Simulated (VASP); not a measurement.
# Hf (P6/mmm) in VASP: further runs

Runs on Hf. Level: PBEsol. Tasks: single point.

Everything below comes from runs of VASP 6.6.1. Logs are shortened: lines on timing, memory, paths and dates and some standing lists are left out, and cuts for length are marked.

## (1) The cell of the first run

The structure is hexagonal, space group P6/mmm (No. 191). Conventional cell: a = 4.714 Å, b = 4.714 Å, c = 2.934 Å, α = 90.00°, β = 90.00°, γ = 120.00°. Within 3.9 Å of Hf (site symmetry 6/mmm) lie 14 Hf at 2.93 to 3.09 Å. Within 3.6 Å of Hf (site symmetry -6m2) lie 11 Hf at 2.72 to 3.09 Å.

This isn't the form of Hf at room conditions, which is hcp.

## (2) Single point, PBEsol (18.82 Å³/atom)

INCAR reads:

```
SYSTEM = Hf
PREC = Accurate ; ENCUT = 520
EDIFF = 1E-6 ; ISMEAR = -1
SIGMA = 0.1 ; LREAL = .False.
LASPH = .True. ; NELM = 100
ALGO = Normal ; ISIF = 2
LWAVE = .False. ; LCHARG = .True.
GGA = PS ; LELF = .True.
LVHAR = .True. ; NBANDS = 22
```

KPOINTS reads:

```
Automatic mesh
0
Gamma
  8 8 12
  0 0 0
```

POSCAR reads:

```
Hf
1.0
    4.7144963047      0.0000000000      0.0000000000
   -2.3572481523      4.0828735659      0.0000000000
    0.0000000000      0.0000000000      2.9336698366
Hf
3
Direct
    0.0000000000      0.0000000000      0.0000000000
    0.3333333333      0.6666666667      0.5000000000
    0.6666666667      0.3333333333      0.5000000000
```

Potentials or basis: VASP PAW PBE potentials, release 64 (Hf_pv).

On the command line:

```
cat potpaw_PBE.64/Hf_pv/POTCAR > POTCAR
mpirun -np 1 vasp_std > vasp.out
```

OUTCAR:

```text
SYSTEM = Hf
   PREC = Accurate
   ENCUT = 520
   EDIFF = 1E-6
   ISMEAR = -1
   LREAL = .False.
   LASPH = .True.
   NELM = 100
   ISIF = 2
   GGA = PS

 ion  position               nearest neighbor table
   1  0.000  0.000  0.000-   2 3.09   3 3.09   2 3.09   3 3.09   2 3.09   2 3.09   3 3.09   3 3.09
                             3 3.09   3 3.09   2 3.09   2 3.09
   2  0.333  0.667  0.500-   3 2.72   3 2.72   3 2.72   1 3.09   1 3.09   1 3.09   1 3.09   1 3.09
                             1 3.09
   3  0.667  0.333  0.500-   2 2.72   2 2.72   2 2.72   1 3.09   1 3.09   1 3.09   1 3.09   1 3.09
                             1 3.09

  LATTYP: Found a hexagonal cell.
 ALAT       =     4.7144963047
 C/A-ratio  =     0.6222658047

  Lattice vectors:

 A1 = (   4.7144963047,   0.0000000000,   0.0000000000)
 A2 = (  -2.3572481523,   4.0828735659,   0.0000000000)
 A3 = (   0.0000000000,   0.0000000000,   2.9336698366)

Analysis of symmetry for initial positions (statically):
=====================================================================
 Subroutine PRICEL returns:
 Original cell was already a primitive cell.

 Routine SETGRP: Setting up the symmetry group for a
 hexagonal supercell.

 Subroutine GETGRP returns: Found 24 space group operations
 (whereof 24 operations were pure point group operations)
 out of a pool of 24 trial point group operations.

The static configuration has the point symmetry D_6h.

Analysis of symmetry for dynamics (positions and initial velocities):
=====================================================================
 Subroutine PRICEL returns:
 Original cell was already a primitive cell.

 Routine SETGRP: Setting up the symmetry group for a
 hexagonal supercell.

 Subroutine GETGRP returns: Found 24 space group operations
 (whereof 24 operations were pure point group operations)
 out of a pool of 24 trial point group operations.

The dynamic configuration has the point symmetry D_6h.

 Subroutine INISYM returns: Found 24 space group operations
 (whereof 24 operations are pure point group operations),
 and found     1 'primitive' translations

----------------------------------------------------------------------------------------

                                     Primitive cell

  volume of cell :      56.4693

  direct lattice vectors                    reciprocal lattice vectors
[... 87 lines left out ...]
   ENCUT  =  520.0 eV  38.22 Ry    6.18 a.u.   8.77  8.77  5.45*2*pi/ulx,y,z
   NELM   =    100;   NELMIN=  2; NELMDL= -5     # of ELM steps
   EDIFF  = 0.1E-05   stopping-criterion for ELM
   LREAL  =      F    real-space projection
   EDIFFG = 0.1E-04   stopping-criterion for IOM
   NSW    =      0    number of steps for IOM
   IBRION =     -1    ionic relax: 0-MD 1-quasi-New 2-CG
   NFREE  =      0    steps in history (QN), initial steepest desc. (CG)
   ISIF   =      2    stress and relaxation
   ISYM   =      2    0-nonsym 1-usesym 2-fastsym
   POTIM  = 0.5000    time-step for ionic-motion
   TEBEG  =    0.0;   TEEND  =   0.0 temperature during run
   PSTRESS=    0.0 pullay stress
   NELECT =      30.0000    total number of electrons
   NUPDOWN=      -1.0000    fix difference up-down
   EMIN   =  10.00;   EMAX   =-10.00  energy-range for DOS
   EFERMI =   0.00;   METHOD = LEGACY
   ISMEAR =    -1;   SIGMA  =   0.10  broadening in eV -4-tet -1-fermi 0-gaus
   EFERMI_NEDOS =   21; number of points for ismear=-14 and -15
   IALGO  =     38    algorithm
   IMIX   =      4    mixing-type and parameters
     AMIX     =   0.40;   BMIX     =  1.00
     AMIX_MAG =   1.60;   BMIX_MAG =  1.00
  volume/ion in A,a.u.               =      18.82       127.02
  Fermi-wavevector in a.u.,A,eV,Ry     =   1.325901  2.505590 23.919225  1.758013
  Thomas-Fermi vector in A             =   2.455328
   LORBIT       =      0    0 simple, 1 ext, 2 COOP (PROOUT), +10 PAW based schemes
   GGA     = PS    functional components
   LHFCALC =     F    Hartree Fock is set to
   AEXX    =    0.0000 exact exchange contribution
   IVDW    =     0    specifies the selected vdW correction
   LEPSILON=     F    determine dielectric tensor
   LRPA    =     F    only Hartree local field effects (RPA)
 non-spin polarized calculation
  energy-cutoff  :      520.00
  volume of cell :       56.47
 maximum number of plane-waves:      1541
 NGX is ok and might be reduce to    36
   NGX = 17   NGY = 17   NGZ = 11

 number of electron      30.0000000 magnetization

 Free energy of the ion-electron system (eV)
  ---------------------------------------------------
  ext. energy  EPLUGINS =         0.00000000
  ---------------------------------------------------
  free energy    TOTEN  =       -31.06048466 eV

  energy without entropy =      -30.98436392  energy(sigma->0) =      -31.02242429

 E-fermi :   5.7937     XC(G=0): -12.2053

 val. band max:        5.7927846475   @ k =   0.3750   0.1250   0.3333
 cond. band min:       5.7977899510   @ k =   0.1250   0.1250   0.0000
 fundamental gap:      0.0050053035
 Fermi energy:         5.7937103854

 k-point     1 :       0.0000    0.0000    0.0000
  band No.  band energies     occupation
      1     -24.7132      2.00000
      2     -24.7132      2.00000
      3     -24.5628      2.00000
      4     -24.5628      2.00000
      5     -23.9628      2.00000
      6     -23.6197      2.00000
[... 589 lines left out ...]
     21       9.5540      0.00000
     22      10.1825      0.00000

 [... further k-points ...]

------------------------ aborting loop because EDIFF is reached ----------------------------------------

  FORCE on cell =-STRESS in cart. coord.  units (eV):
  Direction    XX          YY          ZZ          XY          YZ          ZX
  --------------------------------------------------------------------------------------
  -------------------------------------------------------------------------------------
  Total        6.2777715      6.2777715      6.4837753      0.0000000      0.0000000      0.0000000
  in kB      178.1162809    178.1162809    183.9611320      0.0000000      0.0000000      0.0000000
  external PRESSURE =     180.0645646 kB  Pullay stress =       0.0000000 kB

 VOLUME and BASIS-vectors are now :
 -----------------------------------------------------------------------------
  energy-cutoff  :      520.00
  volume of cell :       56.47
      direct lattice vectors                 reciprocal lattice vectors
     4.714496305  0.000000000  0.000000000     0.212111737  0.122462768  0.000000000
    -2.357248152  4.082873566  0.000000000     0.000000000  0.244925537  0.000000000
     0.000000000  0.000000000  2.933669837     0.000000000  0.000000000  0.340869987

 POSITION                                       TOTAL-FORCE (eV/Angst)
 -----------------------------------------------------------------------------------
      0.00000      0.00000      0.00000        -0.000000      0.000000     -0.000000
     -0.00000      2.72192      1.46683        -0.000000     -0.000000      0.000000
      2.35725      1.36096      1.46683         0.000000      0.000000     -0.000000
 -----------------------------------------------------------------------------------
    total drift:                                0.000000      0.000000     -0.000000

  FREE ENERGIE OF THE ION-ELECTRON SYSTEM (eV)
  ---------------------------------------------------
  free  energy   TOTEN  =       -31.0604846650 eV

  energy  without entropy=      -30.9843639249  energy(sigma->0) =      -31.02242429
```

OSZICAR:

```text
N       E                     dE             d eps       ncg     rms          rms(c)
DAV:   1     0.975373603630E+02    0.97537E+02   -0.16650E+04  3096   0.133E+03
DAV:   2    -0.269970703444E+02   -0.12453E+03   -0.11771E+03  3600   0.305E+02
DAV:   3    -0.319648159116E+02   -0.49677E+01   -0.47412E+01  4178   0.391E+01
DAV:   4    -0.320320337227E+02   -0.67218E-01   -0.67102E-01  3518   0.449E+00
DAV:   5    -0.320331159095E+02   -0.10822E-02   -0.10819E-02  3944   0.502E-01    0.897E+01
DAV:   6    -0.313259037447E+02    0.70721E+00   -0.57009E-01  3386   0.515E+00    0.529E+01
DAV:   7    -0.310732238043E+02    0.25268E+00   -0.99507E-01  3332   0.607E+00    0.261E+00
DAV:   8    -0.310643536712E+02    0.88701E-02   -0.67097E-02  3954   0.163E+00    0.203E+00
DAV:   9    -0.310604772706E+02    0.38764E-02   -0.20046E-02  3640   0.109E+00    0.785E-01
DAV:  10    -0.310604873456E+02   -0.10075E-04   -0.22074E-03  3716   0.305E-01    0.135E-01
DAV:  11    -0.310604840492E+02    0.32963E-05   -0.57472E-05  3860   0.572E-02    0.408E-02
DAV:  12    -0.310604846650E+02   -0.61577E-06   -0.86381E-06  3858   0.200E-02
   1 F= -.31060485E+02 E0= -.31022424E+02  d E =-.761207E-01
```

stdout:

```text
POSCAR found type information on POSCAR Hf
 POSCAR found :  1 types and       3 ions
 scaLAPACK will be used
 -----------------------------------------------------------------------------
|                                                                             |
|                                                                             |
|     You enforced a specific xc type in the INCAR file but a different       |
|     I HOPE YOU KNOW WHAT YOU ARE DOING!                                     |
|                                                                             |
 -----------------------------------------------------------------------------

 LDA part: xc-table for (Slater+PW92), standard interpolation
 POSCAR, INCAR and KPOINTS ok, starting setup
 FFT: planning ... GRIDC
 FFT: planning ... GRID_SOFT
 FFT: planning ... GRID
 WAVECAR not read
 entering main loop
```

It took 1.8 min on 1 thread of Intel Xeon 8259CL, shared host; peak memory 0.22 GiB.

What came out:

```
Free energy            : -31.0605 eV
Pressure               : 18.0 GPa
Band gap on the k mesh : zero (bands 15 and 16 overlap by 1.02 eV)
```

Caveat: the cell stands under pressure; the PAW data sets were made with another functional, which shifts forces and pressure a little; spin-orbit coupling is left out, which moves the levels of the heavy elements.

[end of part 1 of 2]
